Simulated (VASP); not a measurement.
# B15HN16 (a cell with a defect) (V_B-H) in VASP: notebook

The runs below take B15HN16 (a cell with a defect) (V_B-H) through single point, relaxation of the atoms, with PBE.

All numbers are computed with VASP 6.6.1; they aren't measurements. Logs are shortened: lines on timing, memory, paths and dates and some standing lists are left out, and cuts for length are marked.

**1. The cell of the first run**

The cell holds a defect, 32 atoms: a = 6.277 Å, b = 6.277 Å, c = 6.277 Å, α = 109.47°, β = 109.47°, γ = 109.47°.

**2. Single point, PBE**

INCAR

```
  PREC = Accurate
  ENCUT = 520
  EDIFF = 1E-6
  ISMEAR = -1
  SIGMA = 0.01
  LREAL = Auto
  LASPH = True
  NELM = 60
  ALGO = Normal
  ISIF = 2
  LWAVE = False
  LCHARG = True
  GGA = PE
  LELF = True
  LVHAR = True
  NELECT = 128.0
  NBANDS = 85
```

KPOINTS

```
Automatic mesh
0
Gamma
  2 2 2
  0.5 0.5 0.5
```

POSCAR

```
B15HN16
1.0
   -3.6241103844      3.6241103844     -3.6241103844
    3.6241103844      3.6241103844      3.6241103844
    3.6241103844     -3.6241103844     -3.6241103844
B N H
15 16 1
Direct
   -0.0028543827     -0.0028402092     -0.0032471133
    0.0084993400      0.2509129028      0.7532152239
    0.0085018198      0.5031073382      0.5010246144
   -0.0028539537      0.7466426811      0.2472698365
    0.2508993075      0.0085139805      0.7532183697
    0.2508996914      0.5031059046      0.2586227922
    0.2496384255      0.7498929338      0.0000004173
    0.5030922475      0.0085134106      0.5010219480
    0.5030934634      0.2509131548      0.2586229235
    0.4915672873      0.4915815133     -0.0050240445
    0.4915690472      0.7448703325      0.7416920374
    0.7466272782     -0.0028443234      0.2472652790
    0.7498806230      0.2496555108      0.0000043321
    0.7448514338      0.4915804316      0.7416900014
    0.7498772009      0.7498951054      0.4997637835
   -0.0158391535     -0.0158285041      0.2342821710
   -0.0024270576      0.2495405104      0.0025820970
    0.0056400140      0.5026459936      0.7527541327
   -0.0024270813      0.7524701797      0.4996501080
    0.2495231817     -0.0024158120      0.0025772947
    0.2494363138      0.2494503440      0.7712352789
    0.2494380582      0.5211253922      0.4995606739
    0.2495254506      0.7524684781      0.2476951300
    0.5026305731      0.0056534855      0.7527547774
    0.5211102676      0.2494485671      0.4995578735
    0.5026286081      0.5026456769      0.2557626060
    0.4974080890      0.7486665150     -0.0012259314
    0.7524573140     -0.0024145195      0.4996483105
    0.7524564544      0.2495389734      0.2476938616
    0.7486522680      0.4974254665     -0.0012245896
    0.7486509603      0.7486676601      0.7475329987
    0.1514297092      0.1514444214      0.4015532968
```

Potentials or basis: VASP PAW PBE potentials, release 64 (B, N, H).

On the command line:

```bash
$ cat potpaw_PBE.64/B/POTCAR potpaw_PBE.64/N/POTCAR potpaw_PBE.64/H/POTCAR > POTCAR
$ mpirun -np 1 vasp_std > vasp.out
```

OUTCAR:

```text
PREC = Accurate
   ENCUT = 520
   EDIFF = 1E-6
   ISMEAR = -1
   LREAL = Auto
   LASPH = True
   NELM = 60
   ISIF = 2
   GGA = PE
   NELECT = 128.0

 ion  position               nearest neighbor table
   1  0.997  0.997  0.997-  16 1.55  31 1.56  20 1.57  17 1.57
   2  0.008  0.251  0.753-  21 1.48  18 1.59  17 1.59  28 1.60
   3  0.009  0.503  0.501-  22 1.48  18 1.59  19 1.59  29 1.60
   4  0.997  0.747  0.247-  16 1.55  30 1.56  19 1.57  23 1.57
   5  0.251  0.009  0.753-  21 1.48  24 1.59  20 1.59  19 1.60
   6  0.251  0.503  0.259-  22 1.48  26 1.59  23 1.59  17 1.60
[... 12 lines left out ...]
  19  0.998  0.752  0.500-  15 1.55   4 1.57   3 1.59   5 1.60
  20  0.250  0.998  0.003-   7 1.55   1 1.57   5 1.59   9 1.60
  21  0.249  0.249  0.771-   2 1.48   5 1.48  10 1.49
  22  0.249  0.521  0.500-   3 1.48   6 1.48  11 1.49
  23  0.250  0.752  0.248-   7 1.55   4 1.57   6 1.59   8 1.60
  24  0.503  0.006  0.753-  13 1.55   5 1.59   8 1.59  11 1.59
  25  0.521  0.249  0.500-   8 1.48   9 1.48  14 1.49
  26  0.503  0.503  0.256-  15 1.55   6 1.59   9 1.59  10 1.59
  27  0.497  0.749  0.999-   7 1.56  12 1.56  11 1.59  10 1.59
  28  0.752  0.998  0.500-  15 1.55  12 1.57   8 1.59   2 1.60
  29  0.752  0.250  0.248-  13 1.55  12 1.57   9 1.59   3 1.60
  30  0.749  0.497  0.999-  13 1.56   4 1.56  14 1.59  10 1.59
  31  0.749  0.749  0.748-  15 1.56   1 1.56  11 1.59  14 1.59
  32  0.151  0.151  0.402-  16 1.05

  LATTYP: Found a body centered cubic cell.
 ALAT       =     7.2482207688

  Lattice vectors:

 A1 = (  -3.6241103844,   3.6241103844,  -3.6241103844)
 A2 = (   3.6241103844,   3.6241103844,   3.6241103844)
 A3 = (   3.6241103844,  -3.6241103844,  -3.6241103844)

Analysis of symmetry for initial positions (statically):
=====================================================================
 Subroutine PRICEL returns:
 Original cell was already a primitive cell.

 Routine SETGRP: Setting up the symmetry group for a
 body centered cubic supercell.

 Subroutine GETGRP returns: Found  6 space group operations
 (whereof  1 operations were pure point group operations)
 out of a pool of 48 trial point group operations.

The static configuration has the point symmetry C_1 .
 The point group associated with its full space group is C_3v.

Analysis of symmetry for dynamics (positions and initial velocities):
=====================================================================
 Subroutine PRICEL returns:
 Original cell was already a primitive cell.

 Routine SETGRP: Setting up the symmetry group for a
 body centered cubic supercell.

 Subroutine GETGRP returns: Found  6 space group operations
 (whereof  1 operations were pure point group operations)
 out of a pool of 48 trial point group operations.

The dynamic configuration has the point symmetry C_1 .
 The point group associated with its full space group is C_3v.

 Subroutine INISYM returns: Found  6 space group operations
 (whereof  1 operations are pure point group operations),
 and found     1 'primitive' translations

----------------------------------------------------------------------------------------

                                     Primitive cell

  volume of cell :     190.3988

  direct lattice vectors                    reciprocal lattice vectors
    -3.624110384  3.624110384 -3.624110384     0.000000000  0.137964893 -0.137964893
     3.624110384  3.624110384  3.624110384     0.137964893  0.137964893  0.000000000
     3.624110384 -3.624110384 -3.624110384     0.137964893  0.000000000 -0.137964893

  length of vectors
     6.277143318  6.277143318  6.277143318     0.195111822  0.195111822  0.195111822

  position of ions in fractional coordinates (direct lattice)
     0.997145617  0.997159791  0.996752887
     0.008499340  0.250912903  0.753215224
     0.008501820  0.503107338  0.501024614
     0.997146046  0.746642681  0.247269837
     0.250899307  0.008513980  0.753218370
     0.250899691  0.503105905  0.258622792
[... 24 lines left out ...]
     0.748650960  0.748667660  0.747532999
     0.151429709  0.151444421  0.401553297

  ion indices of the primitive-cell ions
   primitive index   ion index
                 1           1
                 2           2
                 3           3
                 4           4
                 5           5
                 6           6
[... 24 lines left out ...]
                31          31
                32          32

----------------------------------------------------------------------------------------

 KPOINTS: Automatic mesh

Automatic generation of k-mesh.
 Grid dimensions read from file:
 generate k-points for:    2    2    2

 Generating k-lattice:

  Cartesian coordinates                     Fractional coordinates (reciprocal lattice)
     0.000000000  0.068982446 -0.068982446     0.500000000  0.000000000  0.000000000
     0.068982446  0.068982446  0.000000000     0.000000000  0.500000000  0.000000000
     0.068982446  0.000000000 -0.068982446     0.000000000  0.000000000  0.500000000

  Length of vectors
     0.097555911  0.097555911  0.097555911

  Shift w.r.t. Gamma in fractional coordinates (k-lattice)
     0.500000000  0.500000000  0.500000000

 Subroutine IBZKPT returns following result:
 ===========================================

 Found      2 irreducible k-points:

 Following reciprocal coordinates:
            Coordinates               Weight
  0.250000  0.250000  0.250000      2.000000
 -0.250000  0.250000  0.250000      6.000000
   k-points           NKPTS =      2   k-points in BZ     NKDIM =      2   number of bands    NBANDS=     85
   number of dos      NEDOS =    301   number of ions     NIONS =     32
   total plane-waves  NPLWV = 110592
   dimension x,y,z NGX =    48 NGY =   48 NGZ =   48
   dimension x,y,z NGXF=    96 NGYF=   96 NGZF=   96
   ions per type =              15  16   1
   NGX,Y,Z   is equivalent  to a cutoff of  12.71, 12.71, 12.71 a.u.
   NGXF,Y,Z  is equivalent  to a cutoff of  25.42, 25.42, 25.42 a.u.
 SYSTEM =  unknown system
   PREC   = accura    normal or accurate (medium, high low for compatibility)
   ISTART =      0    job   : 0-new  1-cont  2-samecut
   ICHARG =      2    charge: 1-file 2-atom 10-const
   ISPIN  =      1    spin polarized calculation?
   LNONCOLLINEAR =      F non collinear calculations
   LSORBIT =      F    spin-orbit coupling
   LASPH  =      T    aspherical Exc in radial PAW
   ENCUT  =  520.0 eV  38.22 Ry    6.18 a.u.  11.67 11.67 11.67*2*pi/ulx,y,z
   NELM   =     60;   NELMIN=  2; NELMDL= -5     # of ELM steps
   EDIFF  = 0.1E-05   stopping-criterion for ELM
   LREAL  =      T    real-space projection
   EDIFFG = 0.1E-04   stopping-criterion for IOM
   NSW    =      0    number of steps for IOM
   IBRION =     -1    ionic relax: 0-MD 1-quasi-New 2-CG
   NFREE  =      0    steps in history (QN), initial steepest desc. (CG)
   ISIF   =      2    stress and relaxation
   ISYM   =      2    0-nonsym 1-usesym 2-fastsym
   POTIM  = 0.5000    time-step for ionic-motion
   TEBEG  =    0.0;   TEEND  =   0.0 temperature during run
   PSTRESS=    0.0 pullay stress
   NELECT =     128.0000    total number of electrons
   NUPDOWN=      -1.0000    fix difference up-down
   EMIN   =  10.00;   EMAX   =-10.00  energy-range for DOS
   EFERMI =   0.00;   METHOD = LEGACY
   ISMEAR =    -1;   SIGMA  =   0.01  broadening in eV -4-tet -1-fermi 0-gaus
   EFERMI_NEDOS =   21; number of points for ismear=-14 and -15
   IALGO  =     38    algorithm
   IMIX   =      4    mixing-type and parameters
     AMIX     =   0.40;   BMIX     =  1.00
     AMIX_MAG =   1.60;   BMIX_MAG =  1.00
  volume/ion in A,a.u.               =       5.95        40.15
  Fermi-wavevector in a.u.,A,eV,Ry     =   1.434135  2.710122 27.983695  2.056744
  Thomas-Fermi vector in A             =   2.553577
   LORBIT       =      0    0 simple, 1 ext, 2 COOP (PROOUT), +10 PAW based schemes
   GGA     = PE    functional components
   LHFCALC =     F    Hartree Fock is set to
   AEXX    =    0.0000 exact exchange contribution
   IVDW    =     0    specifies the selected vdW correction
   LEPSILON=     F    determine dielectric tensor
   LRPA    =     F    only Hartree local field effects (RPA)
 non-spin polarized calculation
  energy-cutoff  :      520.00
  volume of cell :      190.40
 maximum number of plane-waves:      5137
 NGX is ok and might be reduce to    48
   NGX = 23   NGY = 23   NGZ = 23

 number of electron     128.0000013 magnetization

 Free energy of the ion-electron system (eV)
  ---------------------------------------------------
  ext. energy  EPLUGINS =         0.00000000
  ---------------------------------------------------
  free energy    TOTEN  =      -254.52827641 eV

  energy without entropy =     -254.52827641  energy(sigma->0) =     -254.52827641

 E-fermi :   8.2488     XC(G=0): -12.7390

 val. band max:        7.9238513029   @ k =   0.2500   0.2500   0.2500
 cond. band min:      12.3444454153   @ k =  -0.2500   0.2500   0.2500
 fundamental gap:      4.4205941123
 Fermi energy:         8.2487520232

 k-point     1 :       0.2500    0.2500    0.2500
  band No.  band energies     occupation
      1     -12.0339      2.00000
      2     -11.8183      2.00000
      3     -11.8182      2.00000
      4     -11.2780      2.00000
      5      -9.1334      2.00000
      6      -8.7580      2.00000
[... 68 lines left out ...]
     75      15.0280      0.00000
     76      15.0281      0.00000

 k-point     2 :      -0.2500    0.2500    0.2500
  band No.  band energies     occupation
      1     -12.7393      2.00000
      2     -11.0355      2.00000
      3     -11.0179      2.00000
      4     -10.7444      2.00000
      5     -10.5048      2.00000
      6      -9.5643      2.00000
[... 68 lines left out ...]
     75      16.3465      0.00000
     76      16.4410      0.00000
 [bands above 76 left out]

------------------------ aborting loop because EDIFF is reached ----------------------------------------

  FORCE on cell =-STRESS in cart. coord.  units (eV):
  Direction    XX          YY          ZZ          XY          YZ          ZX
  --------------------------------------------------------------------------------------
  -------------------------------------------------------------------------------------
  Total       29.8747044     29.8747044     29.8747044     -1.6568035      1.6568035      1.6568035
  in kB      251.3911335    251.3911335    251.3911335    -13.9417513     13.9417513     13.9417513
  external PRESSURE =     251.3911335 kB  Pullay stress =       0.0000000 kB

 VOLUME and BASIS-vectors are now :
 -----------------------------------------------------------------------------
  energy-cutoff  :      520.00
  volume of cell :      190.40
      direct lattice vectors                 reciprocal lattice vectors
    -3.624110384  3.624110384 -3.624110384     0.000000000  0.137964893 -0.137964893
     3.624110384  3.624110384  3.624110384     0.137964893  0.137964893  0.000000000
     3.624110384 -3.624110384 -3.624110384     0.137964893  0.000000000 -0.137964893

 POSITION                                       TOTAL-FORCE (eV/Angst)
 -----------------------------------------------------------------------------------
      3.61239      3.61524     -3.61229        -0.000621     -0.013442      0.000621
      3.60827     -1.78960     -1.85120         0.009799     -0.017277      0.050069
      3.60827      0.03836     -0.02326         0.009799     -0.050069      0.017277
     -0.01172      5.42355     -1.80399        -0.000621     -0.000621      0.013442
      1.85132     -1.78960     -3.60818        -0.050069     -0.017277     -0.009799
      1.85130      1.79532     -0.02325        -0.050069      0.009799      0.017277
[... 24 lines left out ...]
      2.70920      2.71731     -2.70908        -0.004379     -0.014842      0.004379
      1.45533     -0.35762     -1.45522         0.104181      0.104181     -0.104181
 -----------------------------------------------------------------------------------
    total drift:                                0.023244      0.000704      0.033324

  FREE ENERGIE OF THE ION-ELECTRON SYSTEM (eV)
  ---------------------------------------------------
  free  energy   TOTEN  =      -254.5282764115 eV

  energy  without entropy=     -254.5282764115  energy(sigma->0) =     -254.52827641
```

Wall time 97 s (1 thread of Intel Xeon Platinum 8488C (Sapphire Rapids), shared host); peak memory 0.32 GiB.

Results:

| Quantity | Value |
| --- | --- |
| Free energy | -254.5283 eV |
| Largest force | 0.216 eV/Å |

Forces on the atoms (eV/Å):
```
B   -0.001 -0.013  0.001
B    0.010 -0.017  0.050
B    0.010 -0.050  0.017
B   -0.001 -0.001  0.013
B   -0.050 -0.017 -0.010
B   -0.050  0.010  0.017
B   -0.003  0.006 -0.006
B   -0.017 -0.050 -0.010
B   -0.017  0.010  0.050
B    0.002  0.053 -0.002
B    0.002  0.002 -0.053
B   -0.013 -0.001  0.001
B    0.006  0.006  0.003
B    0.053  0.002 -0.002
B    0.006 -0.003 -0.006
N   -0.007 -0.007  0.007
N    0.006  0.031 -0.017
N   -0.019 -0.010  0.010
N    0.006  0.017 -0.031
N    0.017  0.031 -0.006
N   -0.112  0.146  0.112
N   -0.112 -0.112 -0.146
N    0.017  0.006 -0.031
N   -0.010 -0.010  0.019
N    0.146 -0.112  0.112
N   -0.010 -0.019  0.010
N   -0.015 -0.004  0.004
N    0.031  0.017 -0.006
N    0.031  0.006 -0.017
N   -0.004 -0.004  0.015
N   -0.004 -0.015  0.004
H    0.104  0.104 -0.104
```

Caveat: the k points lie up to 0.61 Å⁻¹ apart; the cell carries a net charge on a neutralising background, which shifts energy and pressure; the cell is charged against a uniform background, so pressure and absolute levels hang on convention.

(Part 1 of 2 ends here.)
